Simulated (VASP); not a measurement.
# TaN (P6_3mc) in VASP: a series of runs

The runs below take TaN through single point, with PBEsol.

Everything below comes from runs of VASP 6.6.1. Logs are shortened: lines on timing, memory, paths and dates and some standing lists are left out, and cuts for length are marked.

### Step 1. The cell of the first run

Symmetry: P6_3mc, No. 186, hexagonal system. The conventional cell has a = 3.009 Å, b = 3.009 Å, c = 4.873 Å, α = 90.00°, β = 90.00°, γ = 120.00°. Ta (site symmetry 3m) has 4 N at 1.83 to 1.88 Å within 2.4 Å. N (site symmetry 3m) has 4 Ta at 1.83 to 1.88 Å within 2.4 Å.

### Step 2. Single point, PBEsol (volume scaled by 0.96)

INCAR

```
ALGO = Normal
EDIFF = 1E-6
ENCUT = 520
GGA = PS
ISIF = 2
ISMEAR = -1
LASPH = T
LCHARG = F
LREAL = F
LWAVE = F
NBANDS = 24
NELM = 80
PREC = Accurate
SIGMA = 0.01
```

KPOINTS

```
k-points
0
Gamma
  9 9 5
```

POSCAR

```
TaN
1.0
    3.0087798064      0.0000000000      0.0000000000
   -1.5043899033      2.6056797468      0.0000000000
    0.0000000000      0.0000000000      4.8732350589
Ta N
2 2
Direct
    0.3333333333      0.6666666667      0.0000000000
    0.6666666667      0.3333333333      0.5000000000
    0.3333333333      0.6666666667      0.3850000000
    0.6666666667      0.3333333333      0.8850000000
```

Potentials or basis: VASP PAW PBE potentials, release 64 (Ta_pv, N).

The run is started by

```
$ cat potpaw_PBE.64/Ta_pv/POTCAR potpaw_PBE.64/N/POTCAR > POTCAR
$ mpirun -np 1 vasp_std > vasp.out
```

OUTCAR:

```text
EDIFF = 1E-6
   ENCUT = 520
   GGA = PS
   ISIF = 2
   ISMEAR = -1
   LASPH = T
   LREAL = F
   NELM = 80
   PREC = Accurate

 ion  position               nearest neighbor table
   1  0.333  0.667  0.000-   4 1.83   4 1.83   4 1.83   3 1.88   2 2.99   2 2.99   2 2.99   2 2.99
                             2 2.99   2 2.99
   2  0.667  0.333  0.500-   3 1.83   3 1.83   3 1.83   4 1.88   1 2.99   1 2.99   1 2.99   1 2.99
                             1 2.99   1 2.99
   3  0.333  0.667  0.385-   2 1.83   2 1.83   2 1.83   1 1.88
   4  0.667  0.333  0.885-   1 1.83   1 1.83   1 1.83   2 1.88

  LATTYP: Found a hexagonal cell.
 ALAT       =     3.0087798064
 C/A-ratio  =     1.6196715521

  Lattice vectors:

 A1 = (   3.0087798064,   0.0000000000,   0.0000000000)
 A2 = (  -1.5043899033,   2.6056797468,   0.0000000000)
 A3 = (   0.0000000000,   0.0000000000,   4.8732350589)

Analysis of symmetry for initial positions (statically):
=====================================================================
 Subroutine PRICEL returns:
 Original cell was already a primitive cell.

 Routine SETGRP: Setting up the symmetry group for a
 hexagonal supercell.

 Subroutine GETGRP returns: Found 12 space group operations
 (whereof  6 operations were pure point group operations)
 out of a pool of 24 trial point group operations.

The static configuration has the point symmetry C_3v.
 The point group associated with its full space group is C_6v.

Analysis of symmetry for dynamics (positions and initial velocities):
=====================================================================
 Subroutine PRICEL returns:
 Original cell was already a primitive cell.

 Routine SETGRP: Setting up the symmetry group for a
 hexagonal supercell.

 Subroutine GETGRP returns: Found 12 space group operations
 (whereof  6 operations were pure point group operations)
 out of a pool of 24 trial point group operations.

The dynamic configuration has the point symmetry C_3v.
 The point group associated with its full space group is C_6v.

 Subroutine INISYM returns: Found 12 space group operations
 (whereof  6 operations are pure point group operations),
 and found     1 'primitive' translations

----------------------------------------------------------------------------------------

                                     Primitive cell

  volume of cell :      38.2058

  direct lattice vectors                    reciprocal lattice vectors
     3.008779806  0.000000000  0.000000000     0.332360646  0.191888508  0.000000000
    -1.504389903  2.605679747  0.000000000     0.000000000  0.383777017  0.000000000
     0.000000000  0.000000000  4.873235059     0.000000000  0.000000000  0.205202496

  length of vectors
     3.008779806  3.008779807  4.873235059     0.383777017  0.383777017  0.205202496

  position of ions in fractional coordinates (direct lattice)
     0.333333333  0.666666667  0.000000000
     0.666666667  0.333333333  0.500000000
     0.333333333  0.666666667  0.385000000
     0.666666667  0.333333333  0.885000000

  ion indices of the primitive-cell ions
   primitive index   ion index
                 1           1
                 2           2
                 3           3
                 4           4

----------------------------------------------------------------------------------------

 KPOINTS: k-points

Automatic generation of k-mesh.
 Grid dimensions read from file:
 generate k-points for:    9    9    5

 Generating k-lattice:

  Cartesian coordinates                     Fractional coordinates (reciprocal lattice)
     0.036928961  0.021320945  0.000000000     0.111111111  0.000000000  0.000000000
     0.000000000  0.042641891  0.000000000     0.000000000  0.111111111  0.000000000
     0.000000000  0.000000000  0.041040499     0.000000000  0.000000000  0.200000000

  Length of vectors
     0.042641891  0.042641891  0.041040499

  Shift w.r.t. Gamma in fractional coordinates (k-lattice)
     0.000000000  0.000000000  0.000000000

 Subroutine IBZKPT returns following result:
 ===========================================

 Found     36 irreducible k-points:

 Following reciprocal coordinates:
            Coordinates               Weight
  0.000000  0.000000  0.000000      1.000000
  0.111111  0.000000  0.000000      6.000000
  0.222222  0.000000  0.000000      6.000000
  0.333333  0.000000  0.000000      6.000000
  0.444444  0.000000  0.000000      6.000000
  0.111111  0.111111  0.000000      6.000000
[... 16 lines left out ...]
  0.333333  0.222222  0.200000     24.000000
  0.333333  0.333333  0.200000      4.000000
 [... further k-points ...]
   k-points           NKPTS =     36   k-points in BZ     NKDIM =     36   number of bands    NBANDS=     24
   number of dos      NEDOS =    301   number of ions     NIONS =      4
   total plane-waves  NPLWV =  20736
   dimension x,y,z NGX =    24 NGY =   24 NGZ =   36
   dimension x,y,z NGXF=    48 NGYF=   48 NGZF=   72
   ions per type =               2   2
   NGX,Y,Z   is equivalent  to a cutoff of  13.26, 13.26, 12.28 a.u.
   NGXF,Y,Z  is equivalent  to a cutoff of  26.52, 26.52, 24.56 a.u.
 SYSTEM =  unknown system
   PREC   = accura    normal or accurate (medium, high low for compatibility)
   ISTART =      0    job   : 0-new  1-cont  2-samecut
   ICHARG =      2    charge: 1-file 2-atom 10-const
   ISPIN  =      1    spin polarized calculation?
   LNONCOLLINEAR =      F non collinear calculations
   LSORBIT =      F    spin-orbit coupling
   LASPH  =      T    aspherical Exc in radial PAW
   ENCUT  =  520.0 eV  38.22 Ry    6.18 a.u.   5.59  5.59  9.06*2*pi/ulx,y,z
   NELM   =     80;   NELMIN=  2; NELMDL= -5     # of ELM steps
   EDIFF  = 0.1E-05   stopping-criterion for ELM
   LREAL  =      F    real-space projection
   EDIFFG = 0.1E-04   stopping-criterion for IOM
   NSW    =      0    number of steps for IOM
   IBRION =     -1    ionic relax: 0-MD 1-quasi-New 2-CG
   NFREE  =      0    steps in history (QN), initial steepest desc. (CG)
   ISIF   =      2    stress and relaxation
   ISYM   =      2    0-nonsym 1-usesym 2-fastsym
   POTIM  = 0.5000    time-step for ionic-motion
   TEBEG  =    0.0;   TEEND  =   0.0 temperature during run
   PSTRESS=    0.0 pullay stress
   NELECT =      32.0000    total number of electrons
   NUPDOWN=      -1.0000    fix difference up-down
   EMIN   =  10.00;   EMAX   =-10.00  energy-range for DOS
   EFERMI =   0.00;   METHOD = LEGACY
   ISMEAR =    -1;   SIGMA  =   0.01  broadening in eV -4-tet -1-fermi 0-gaus
   EFERMI_NEDOS =   21; number of points for ismear=-14 and -15
   IALGO  =     38    algorithm
   IMIX   =      4    mixing-type and parameters
     AMIX     =   0.40;   BMIX     =  1.00
     AMIX_MAG =   1.60;   BMIX_MAG =  1.00
  volume/ion in A,a.u.               =       9.55        64.46
  Fermi-wavevector in a.u.,A,eV,Ry     =   1.543175  2.916178 32.400772  2.381390
  Thomas-Fermi vector in A             =   2.648875
   LORBIT       =      0    0 simple, 1 ext, 2 COOP (PROOUT), +10 PAW based schemes
   GGA     = PS    functional components
   LHFCALC =     F    Hartree Fock is set to
   AEXX    =    0.0000 exact exchange contribution
   IVDW    =     0    specifies the selected vdW correction
   LEPSILON=     F    determine dielectric tensor
   LRPA    =     F    only Hartree local field effects (RPA)
 non-spin polarized calculation
  energy-cutoff  :      520.00
  volume of cell :       38.21
 maximum number of plane-waves:      1046
 NGX is ok and might be reduce to    24
   NGX = 11   NGY = 11   NGZ = 19

 number of electron      32.0000000 magnetization

 Free energy of the ion-electron system (eV)
  ---------------------------------------------------
  ext. energy  EPLUGINS =         0.00000000
  ---------------------------------------------------
  free energy    TOTEN  =       -39.37233360 eV

  energy without entropy =      -39.37092271  energy(sigma->0) =      -39.37162815

 E-fermi :  10.0521     XC(G=0): -13.9251

 val. band max:       10.0511039861   @ k =   0.1111   0.1111   0.4000
 cond. band min:      10.0576735350   @ k =   0.2222   0.0000   0.0000
 fundamental gap:      0.0065695489
 Fermi energy:        10.0521069091

 k-point     1 :       0.0000    0.0000    0.0000
  band No.  band energies     occupation
      1     -26.1223      2.00000
      2     -24.8488      2.00000
      3     -24.8488      2.00000
      4     -24.6262      2.00000
      5     -24.6262      2.00000
      6     -24.5470      2.00000
[... 16 lines left out ...]
     23      17.0504      0.00000
     24      17.0504      0.00000

 k-point     2 :       0.1111    0.0000    0.0000
  band No.  band energies     occupation
      1     -26.0723      2.00000
      2     -24.9958      2.00000
      3     -24.8915      2.00000
      4     -24.7948      2.00000
      5     -24.6504      2.00000
      6     -24.5710      2.00000
[... 16 lines left out ...]
     23      17.0534      0.00000
     24      17.5821      0.00000

 k-point     3 :       0.2222    0.0000    0.0000
  band No.  band energies     occupation
      1     -25.9469      2.00000
      2     -25.3439      2.00000
      3     -25.1893      2.00000
      4     -24.9950      2.00000
      5     -24.7139      2.00000
      6     -24.6445      2.00000
[... 16 lines left out ...]
     23      17.5221      0.00000
     24      18.9531      0.00000

 k-point     4 :       0.3333    0.0000    0.0000
  band No.  band energies     occupation
      1     -25.9182      2.00000
      2     -25.6443      2.00000
      3     -25.5197      2.00000
      4     -25.1070      2.00000
      5     -24.7881      2.00000
      6     -24.7638      2.00000
[... 16 lines left out ...]
     23      17.4008      0.00000
     24      18.7460      0.00000

 k-point     5 :       0.4444    0.0000    0.0000
  band No.  band energies     occupation
      1     -26.0942      2.00000
      2     -25.8650      2.00000
      3     -25.4361      2.00000
      4     -25.1776      2.00000
      5     -24.8906      2.00000
      6     -24.8371      2.00000
[... 16 lines left out ...]
     23      16.6698      0.00000
     24      17.2478      0.00000

 k-point     6 :       0.1111    0.1111    0.0000
  band No.  band energies     occupation
      1     -25.9831      2.00000
      2     -25.2131      2.00000
      3     -25.1137      2.00000
      4     -24.9374      2.00000
      5     -24.7151      2.00000
      6     -24.6198      2.00000
[... 16 lines left out ...]
     23      17.5950      0.00000
     24      18.9685      0.00000
[... 379 lines left out ...]
 k-point    21 :       0.4444    0.1111    0.2000
  band No.  band energies     occupation
      1     -26.1339      2.00000
      2     -25.9580      2.00000
      3     -25.3166      2.00000
      4     -25.1767      2.00000
      5     -24.9877      2.00000
      6     -24.8812      2.00000
[... 16 lines left out ...]
     23      16.3720      0.00000
     24      17.4488      0.00000

 k-point    22 :       0.2222    0.2222    0.2000
  band No.  band energies     occupation
      1     -25.9489      2.00000
      2     -25.8030      2.00000
      3     -25.2936      2.00000
      4     -25.2803      2.00000
      5     -25.0120      2.00000
      6     -24.8131      2.00000
[... 16 lines left out ...]
     23      17.9905      0.00000
     24      18.8150      0.00000

 k-point    23 :       0.3333    0.2222    0.2000
  band No.  band energies     occupation
      1     -26.0082      2.00000
      2     -25.9033      2.00000
      3     -25.4591      2.00000
      4     -25.1841      2.00000
      5     -25.1240      2.00000
      6     -24.9116      2.00000
[... 16 lines left out ...]
     23      17.6720      0.00000
     24      18.1999      0.00000

 k-point    24 :       0.3333    0.3333    0.2000
  band No.  band energies     occupation
      1     -25.9118      2.00000
      2     -25.9118      2.00000
      3     -25.6114      2.00000
      4     -25.2628      2.00000
      5     -25.0292      2.00000
      6     -25.0292      2.00000
[... 16 lines left out ...]
     23      18.1873      0.00000
     24      18.1873      0.00000

 [... further k-points ...]
[... 5 lines left out ...]
  --------------------------------------------------------------------------------------
  -------------------------------------------------------------------------------------
  Total       40.7995204     40.7995204     33.6633542     -0.0000000      0.0000000      0.0000000
  in kB     1710.9481050   1710.9481051   1411.6894425     -0.0000001      0.0000000      0.0000000
  external PRESSURE =    1611.1952175 kB  Pullay stress =       0.0000000 kB

 VOLUME and BASIS-vectors are now :
 -----------------------------------------------------------------------------
  energy-cutoff  :      520.00
  volume of cell :       38.21
      direct lattice vectors                 reciprocal lattice vectors
     3.008779806  0.000000000  0.000000000     0.332360646  0.191888508  0.000000000
    -1.504389903  2.605679747  0.000000000     0.000000000  0.383777017  0.000000000
     0.000000000  0.000000000  4.873235059     0.000000000  0.000000000  0.205202496

 POSITION                                       TOTAL-FORCE (eV/Angst)
 -----------------------------------------------------------------------------------
     -0.00000      1.73712      0.00000         0.000000     -0.000000      2.396522
      1.50439      0.86856      2.43662        -0.000000      0.000000      2.396522
     -0.00000      1.73712      1.87620         0.000000     -0.000000     -2.396522
      1.50439      0.86856      4.31281        -0.000000      0.000000     -2.396522
 -----------------------------------------------------------------------------------
    total drift:                               -0.000000      0.000000     -0.000187

  FREE ENERGIE OF THE ION-ELECTRON SYSTEM (eV)
  ---------------------------------------------------
  free  energy   TOTEN  =       -39.3723336042 eV

  energy  without entropy=      -39.3709227052  energy(sigma->0) =      -39.37162815
```

Wall time 18 s (1 thread of AMD EPYC 9R45 (Zen 5), shared host); peak memory 0.14 GiB.

Results:

```
Free energy            : -39.3723 eV
Pressure               : 161.1 GPa
Largest force          : 2.397 eV/Å
Band gap on the k mesh : zero (band 16 reaches 10.61 eV, above the bottom of band 17 at 8.31 eV)
```

Forces in eV/Å, atoms in the order of the input:
```
Ta   0.000  0.000  2.397
Ta   0.000  0.000  2.397
N    0.000  0.000 -2.397
N    0.000  0.000 -2.397
```

Levels at points of the mesh, in eV from the Fermi level:
```
           k point  band 12  band 13  band 14  band 15  band 16  band 17  band 18  band 19  band 20  band 21
(0.00, 0.00, 0.00)    -8.10    -8.10    -7.54    -0.92    -0.92    -0.22     2.29     2.79     2.79     4.63
```

Caveat: the PAW data sets were made with another functional, which shifts forces and pressure a little; spin-orbit coupling is left out, which moves the levels of the heavy elements.

### Step 3. Single point, PBEsol (volume scaled by 0.99)

INCAR

```
ALGO     = Normal         # electronic algorithm
EDIFF    = 1E-6           # SCF threshold, eV
ENCUT    = 520            # plane-wave cutoff, eV
GGA      = PS             # functional
ISIF     = 2              # what is computed and relaxed
ISMEAR   = -1             # smearing method
LASPH    = T              # aspherical terms in the spheres
LCHARG   = F              # write CHGCAR
LREAL    = F              # projectors in reciprocal space
LWAVE    = F              # write WAVECAR
NBANDS   = 24             # bands
NELM     = 100            # most SCF steps
PREC     = Accurate       # precision mode
SIGMA    = 0.01           # smearing width, eV
```

KPOINTS is that of step 2.

POSCAR

```
TaN
1.0
    3.0398003418      0.0000000000      0.0000000000
   -1.5199001709      2.6325443184      0.0000000000
    0.0000000000      0.0000000000      4.9234781375
Ta N
2 2
Direct
    0.3333333333      0.6666666667      0.0000000000
    0.6666666667      0.3333333333      0.5000000000
    0.3333333333      0.6666666667      0.3850000000
    0.6666666667      0.3333333333      0.8850000000
```

Potentials or basis: VASP PAW PBE potentials, release 64 (Ta_pv, N).

The run is started by

```
$ cat potpaw_PBE.64/Ta_pv/POTCAR potpaw_PBE.64/N/POTCAR > POTCAR
$ mpirun -np 1 vasp_std > vasp.out
```

Wall time 19 s (1 thread of AMD EPYC 9R45 (Zen 5), shared host); peak memory 0.14 GiB.

Results (log left out):

```
Free energy            : -40.4826 eV
Pressure               : 136.9 GPa
Largest force          : 2.342 eV/Å
Band gap on the k mesh : zero (band 16 reaches 10.26 eV, above the bottom of band 17 at 8.03 eV)
```

Forces on the atoms (eV/Å):
```
Ta   0.000  0.000  2.342
Ta   0.000  0.000  2.342
N    0.000  0.000 -2.342
N    0.000  0.000 -2.342
```

Stress tensor (GPa, compression positive):
```
145.67   0.00   0.00
  0.00 145.67   0.00
  0.00   0.00 119.41
```

Levels at points of the mesh, in eV from the Fermi level:
```tsv
k point	band 14	band 15	band 16	band 17	band 18	band 19
(0.00, 0.00, 0.00)	-7.54	-0.88	-0.88	-0.30	2.19	2.68
```

Caveat: the PAW data sets were made with another functional, which shifts forces and pressure a little; spin-orbit coupling is left out, which moves the levels of the heavy elements.
